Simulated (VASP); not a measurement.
Runs of VASP 6.6.1 on TiB. The structure is that of space group F-43m (No. 216), or close to it. The cells are those of the table. 

```tsv
cell	gap on the mesh (eV)	pressure (GPa)
a = 2.927, b = 2.927, c = 2.971 Å, angles 59.5, 59.5, 61.0°, 2 atoms	none	125.5
a = 3.062, b = 3.062, c = 2.971 Å, angles 61.0, 61.0, 58.1°, 2 atoms	none	88.7
a = 3.039, b = 3.039, c = 2.971 Å, angles 60.7, 60.7, 58.5°, 2 atoms	none	(a)
a = 3.016, b = 3.016, c = 2.971 Å, angles 60.5, 60.5, 59.0°, 2 atoms	none	(b)
a = 3.050, b = 3.050, c = 2.971 Å, angles 60.9, 60.9, 58.3°, 2 atoms	none	91.4
```

Alike in all rows: task single point; level PBEsol; potentials or basis VASP PAW PBE potentials, release 64 (Ti_sv, B); no spin polarisation; k mesh 20 × 20 × 20; cutoff (eV) 520; smearing gaussian 0.15 eV.

**Question.** Fill in the values left out.

**Answer.** (a) 94.2; (b) 99.9.

Caveats: the PAW data sets were made with another functional, which shifts forces and pressure a little.

A gap of «none» marks levels without a gap at the run's occupations.
